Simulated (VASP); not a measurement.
# Sc (I4/mmm) in VASP: a series of runs

Sc is run at these levels: PBE; tasks: single point.

Everything below comes from runs of VASP 6.6.1. Logs are shortened: lines on timing, memory, paths and dates and some standing lists are left out, and cuts for length are marked.

## (1) The cell of the first run

Symmetry: I4/mmm, No. 139, tetragonal system. The conventional cell has a = 3.235 Å, b = 3.235 Å, c = 4.674 Å, α = 90.00°, β = 90.00°, γ = 90.00°. Sc (site symmetry 4/mmm) has 12 Sc at 3.23 to 3.27 Å within 4.3 Å.

## (2) Single point, PBE (biaxial strain in the a-b plane: -1.0 %, then relaxed in part)

Input file INCAR:

```
ALGO = Fast ; EDIFF = 1E-6
ENCUT = 520 ; GGA = PE
ISIF = 2 ; ISMEAR = 0
LASPH = True ; LCHARG = False
LREAL = False ; LWAVE = False
NBANDS = 18 ; NELM = 100
PREC = Accurate ; SIGMA = 0.1
```

Input file KPOINTS:

```
k-points
0
Gamma
  14 14 10
```

Input file POSCAR:

```
Sc
1.0
    3.2349263507      0.0000000000      0.0000000000
    0.0000000000      3.2349263507      0.0000000000
    0.0000000000      0.0000000000      4.6742596705
Sc
2
Direct
    0.0000000000      0.0000000000      0.0000000000
    0.5000000000      0.5000000000      0.5000000000
```

Potentials or basis: VASP PAW PBE potentials, release 64 (Sc_sv).

On the command line:

```bash
$ cat potpaw_PBE.64/Sc_sv/POTCAR > POTCAR
$ mpirun -np 1 vasp_std > vasp.out
```

OUTCAR:

```text
EDIFF = 1E-6
   ENCUT = 520
   GGA = PE
   ISIF = 2
   ISMEAR = 0
   LASPH = True
   LREAL = False
   NELM = 100
   PREC = Accurate

 ion  position               nearest neighbor table
   1  0.000  0.000  0.000-   2 3.27   2 3.27   2 3.27   2 3.27   2 3.27   2 3.27   2 3.27   2 3.27

   2  0.500  0.500  0.500-   1 3.27   1 3.27   1 3.27   1 3.27   1 3.27   1 3.27   1 3.27   1 3.27

  LATTYP: Found a simple tetragonal cell.
 ALAT       =     3.2349263507
 C/A-ratio  =     1.4449354216

  Lattice vectors:

 A1 = (   3.2349263507,   0.0000000000,   0.0000000000)
 A2 = (   0.0000000000,   3.2349263507,   0.0000000000)
 A3 = (   0.0000000000,   0.0000000000,   4.6742596705)

Analysis of symmetry for initial positions (statically):
=====================================================================
 Subroutine PRICEL returns following result:

  LATTYP: Found a body centered tetragonal cell.
 ALAT       =     3.2349263507
 C/A-ratio  =     1.4449354216

  Lattice vectors:

 A1 = (   1.6174631753,  -1.6174631753,  -2.3371298352)
 A2 = (  -1.6174631753,   1.6174631753,  -2.3371298352)
 A3 = (   1.6174631753,   1.6174631753,   2.3371298352)

   2 primitive cells build up your supercell.

 Routine SETGRP: Setting up the symmetry group for a
 simple tetragonal supercell.

 Subroutine GETGRP returns: Found 16 space group operations
 (whereof 16 operations were pure point group operations)
 out of a pool of 16 trial point group operations.

The static configuration has the point symmetry D_4h.

Analysis of symmetry for dynamics (positions and initial velocities):
=====================================================================
 Subroutine PRICEL returns following result:

  LATTYP: Found a body centered tetragonal cell.
 ALAT       =     3.2349263507
 C/A-ratio  =     1.4449354216

  Lattice vectors:

 A1 = (   1.6174631753,  -1.6174631753,  -2.3371298352)
 A2 = (  -1.6174631753,   1.6174631753,  -2.3371298352)
 A3 = (   1.6174631753,   1.6174631753,   2.3371298352)

   2 primitive cells build up your supercell.

 Routine SETGRP: Setting up the symmetry group for a
 simple tetragonal supercell.

 Subroutine GETGRP returns: Found 16 space group operations
 (whereof 16 operations were pure point group operations)
 out of a pool of 16 trial point group operations.

The dynamic configuration has the point symmetry D_4h.

 Subroutine INISYM returns: Found 16 space group operations
 (whereof 16 operations are pure point group operations),
 and found     2 'primitive' translations

----------------------------------------------------------------------------------------

                                     Primitive cell

  volume of cell :      24.4575

  direct lattice vectors                    reciprocal lattice vectors
     1.617463175 -1.617463175 -2.337129835     0.309126049  0.000000000 -0.213937622
    -1.617463175  1.617463175 -2.337129835     0.000000000  0.309126049 -0.213937622
     1.617463175  1.617463175  2.337129835     0.309126049  0.309126049  0.000000000

  length of vectors
     3.270252301  3.270252301  3.270252301     0.375936458  0.375936458  0.437170250

  position of ions in fractional coordinates (direct lattice)
     0.000000000  0.000000000  0.000000000

  ion indices of the primitive-cell ions
   primitive index   ion index
                 1           1

----------------------------------------------------------------------------------------

 KPOINTS: k-points

Automatic generation of k-mesh.
 Grid dimensions read from file:
 generate k-points for:   14   14   10

 Generating k-lattice:

  Cartesian coordinates                     Fractional coordinates (reciprocal lattice)
     0.022080432  0.000000000  0.000000000     0.071428571  0.000000000  0.000000000
     0.000000000  0.022080432  0.000000000     0.000000000  0.071428571  0.000000000
     0.000000000  0.000000000  0.021393762     0.000000000  0.000000000  0.100000000

  Length of vectors
     0.022080432  0.022080432  0.021393762

  Shift w.r.t. Gamma in fractional coordinates (k-lattice)
     0.000000000  0.000000000  0.000000000

 Subroutine IBZKPT returns following result:
 ===========================================

 Found    216 irreducible k-points:

 Following reciprocal coordinates:
            Coordinates               Weight
  0.000000  0.000000  0.000000      1.000000
  0.071429  0.000000  0.000000      4.000000
  0.142857  0.000000  0.000000      4.000000
  0.214286  0.000000  0.000000      4.000000
  0.285714  0.000000  0.000000      4.000000
  0.357143  0.000000  0.000000      4.000000
[... 16 lines left out ...]
  0.285714  0.214286  0.000000      8.000000
  0.357143  0.214286  0.000000      8.000000
 [... further k-points ...]
   k-points           NKPTS =    216   k-points in BZ     NKDIM =    216   number of bands    NBANDS=     18
   number of dos      NEDOS =    301   number of ions     NIONS =      2
   total plane-waves  NPLWV =  20736
   dimension x,y,z NGX =    24 NGY =   24 NGZ =   36
   dimension x,y,z NGXF=    48 NGYF=   48 NGZF=   72
   ions per type =               2
   NGX,Y,Z   is equivalent  to a cutoff of  12.33, 12.33, 12.80 a.u.
   NGXF,Y,Z  is equivalent  to a cutoff of  24.67, 24.67, 25.61 a.u.
 SYSTEM =  unknown system
   PREC   = accura    normal or accurate (medium, high low for compatibility)
   ISTART =      0    job   : 0-new  1-cont  2-samecut
   ICHARG =      2    charge: 1-file 2-atom 10-const
   ISPIN  =      1    spin polarized calculation?
   LNONCOLLINEAR =      F non collinear calculations
   LSORBIT =      F    spin-orbit coupling
   LASPH  =      T    aspherical Exc in radial PAW
   ENCUT  =  520.0 eV  38.22 Ry    6.18 a.u.   6.01  6.01  8.69*2*pi/ulx,y,z
   NELM   =    100;   NELMIN=  2; NELMDL= -5     # of ELM steps
   EDIFF  = 0.1E-05   stopping-criterion for ELM
   LREAL  =      F    real-space projection
   EDIFFG = 0.1E-04   stopping-criterion for IOM
   NSW    =      0    number of steps for IOM
   IBRION =     -1    ionic relax: 0-MD 1-quasi-New 2-CG
   NFREE  =      0    steps in history (QN), initial steepest desc. (CG)
   ISIF   =      2    stress and relaxation
   ISYM   =      2    0-nonsym 1-usesym 2-fastsym
   POTIM  = 0.5000    time-step for ionic-motion
   TEBEG  =    0.0;   TEEND  =   0.0 temperature during run
   PSTRESS=    0.0 pullay stress
   NELECT =      22.0000    total number of electrons
   NUPDOWN=      -1.0000    fix difference up-down
   EMIN   =  10.00;   EMAX   =-10.00  energy-range for DOS
   EFERMI =   0.00;   METHOD = LEGACY
   ISMEAR =     0;   SIGMA  =   0.10  broadening in eV -4-tet -1-fermi 0-gaus
   EFERMI_NEDOS =   21; number of points for ismear=-14 and -15
   IALGO  =     68    algorithm
   IMIX   =      4    mixing-type and parameters
     AMIX     =   0.40;   BMIX     =  1.00
     AMIX_MAG =   1.60;   BMIX_MAG =  1.00
  volume/ion in A,a.u.               =      24.46       165.05
  Fermi-wavevector in a.u.,A,eV,Ry     =   1.254301  2.370286 21.405659  1.573272
  Thomas-Fermi vector in A             =   2.388113
   LORBIT       =      0    0 simple, 1 ext, 2 COOP (PROOUT), +10 PAW based schemes
   GGA     = PE    functional components
   LHFCALC =     F    Hartree Fock is set to
   AEXX    =    0.0000 exact exchange contribution
   IVDW    =     0    specifies the selected vdW correction
   LEPSILON=     F    determine dielectric tensor
   LRPA    =     F    only Hartree local field effects (RPA)
 non-spin polarized calculation
 RMM-DIIS sequential band-by-band and
 Gauss-broadening in eV      SIGMA  =   0.10
  energy-cutoff  :      520.00
  volume of cell :       48.91
 maximum number of plane-waves:      1340
   NGX = 13   NGY = 13   NGZ = 17

 number of electron      22.0000005 magnetization

 Free energy of the ion-electron system (eV)
  ---------------------------------------------------
  ext. energy  EPLUGINS =         0.00000000
  ---------------------------------------------------
  free energy    TOTEN  =       -12.41045768 eV

  energy without entropy =      -12.39176459  energy(sigma->0) =      -12.40111114

 E-fermi :   3.7870     XC(G=0):  -9.9061

 val. band max:        3.7868927342   @ k =   0.4286   0.0714   0.1000
 cond. band min:       3.7941467127   @ k =   0.2143   0.1429   0.3000
 fundamental gap:      0.0072539784
 Fermi energy:         3.7869554320

 k-point     1 :       0.0000    0.0000    0.0000
  band No.  band energies     occupation
      1     -45.6297      2.00000
      2     -45.5522      2.00000
      3     -24.4164      2.00000
      4     -24.1772      2.00000
      5     -24.1772      2.00000
      6     -24.0428      2.00000
[... 10 lines left out ...]
     17       6.8476      0.00000
     18       7.7714      0.00000

 k-point     2 :       0.0714    0.0000    0.0000
  band No.  band energies     occupation
      1     -45.6277      2.00000
      2     -45.5521      2.00000
      3     -24.4105      2.00000
      4     -24.1872      2.00000
      5     -24.1746      2.00000
      6     -24.0563      2.00000
[... 10 lines left out ...]
     17       6.7982      0.00000
     18       7.5805      0.00000

 k-point     3 :       0.1429    0.0000    0.0000
  band No.  band energies     occupation
      1     -45.6217      2.00000
      2     -45.5518      2.00000
      3     -24.3935      2.00000
      4     -24.2147      2.00000
      5     -24.1669      2.00000
      6     -24.0944      2.00000
[... 10 lines left out ...]
     17       6.7151      0.00000
     18       7.3328      0.00000

 k-point     4 :       0.2143    0.0000    0.0000
  band No.  band energies     occupation
      1     -45.6127      2.00000
      2     -45.5520      2.00000
      3     -24.3665      2.00000
      4     -24.2534      2.00000
      5     -24.1550      2.00000
      6     -24.1497      2.00000
[... 375 lines left out ...]
      4     -24.2738      2.00000
      5     -24.1984      2.00000
      6     -24.1919      2.00000
[... 10 lines left out ...]
     17       6.3938      0.00000
     18       7.0712      0.00000

 k-point    23 :       0.2857    0.2143    0.0000
  band No.  band energies     occupation
      1     -45.5877      2.00000
      2     -45.5498      2.00000
      3     -24.3062      2.00000
      4     -24.2965      2.00000
      5     -24.2469      2.00000
      6     -24.1882      2.00000
[... 10 lines left out ...]
     17       6.3247      0.00000
     18       7.7413      0.00000

 k-point    24 :       0.3571    0.2143    0.0000
  band No.  band energies     occupation
      1     -45.5775      2.00000
      2     -45.5511      2.00000
      3     -24.3382      2.00000
      4     -24.2971      2.00000
      5     -24.2637      2.00000
      6     -24.1770      2.00000
[... 10 lines left out ...]
     17       6.5614      0.00000
     18       7.5921      0.00000

 [... further k-points ...]

------------------------ aborting loop because EDIFF is reached ----------------------------------------

  FORCE on cell =-STRESS in cart. coord.  units (eV):
  Direction    XX          YY          ZZ          XY          YZ          ZX
  --------------------------------------------------------------------------------------
  -------------------------------------------------------------------------------------
  Total        0.1941496      0.1941496      0.0109020      0.0000000      0.0000000      0.0000000
  in kB        6.3592440      6.3592440      0.3570892      0.0000000      0.0000000      0.0000000
  external PRESSURE =       4.3585257 kB  Pullay stress =       0.0000000 kB

 VOLUME and BASIS-vectors are now :
 -----------------------------------------------------------------------------
  energy-cutoff  :      520.00
  volume of cell :       48.91
      direct lattice vectors                 reciprocal lattice vectors
     3.234926351  0.000000000  0.000000000     0.309126049  0.000000000  0.000000000
     0.000000000  3.234926351  0.000000000     0.000000000  0.309126049  0.000000000
     0.000000000  0.000000000  4.674259670     0.000000000  0.000000000  0.213937622

 POSITION                                       TOTAL-FORCE (eV/Angst)
 -----------------------------------------------------------------------------------
      0.00000      0.00000      0.00000        -0.000000     -0.000000      0.000000
      1.61746      1.61746      2.33713         0.000000      0.000000     -0.000000
 -----------------------------------------------------------------------------------
    total drift:                                0.000000      0.000000     -0.000000

  FREE ENERGIE OF THE ION-ELECTRON SYSTEM (eV)
  ---------------------------------------------------
  free  energy   TOTEN  =       -12.4104576811 eV

  energy  without entropy=      -12.3917645893  energy(sigma->0) =      -12.40111114
```

It took 86 s on 1 thread of Intel Xeon Platinum 8488C (Sapphire Rapids), shared host; peak memory 0.27 GiB.

What came out:

```yaml
Free_energy: -12.4105 eV
Pressure: 0.4 GPa
Band_gap_on_the_k_mesh: zero (bands 11 and 12 overlap by 1.03 eV)
```

Stress tensor (GPa, compression positive):
```
0.64 0.00 0.00
0.00 0.64 0.00
0.00 0.00 0.04
```

Caveat: the cell differs from its parent crystal (biaxial strain in the a-b plane: -1.0 %, then relaxed in part).

[end of part 1 of 2]
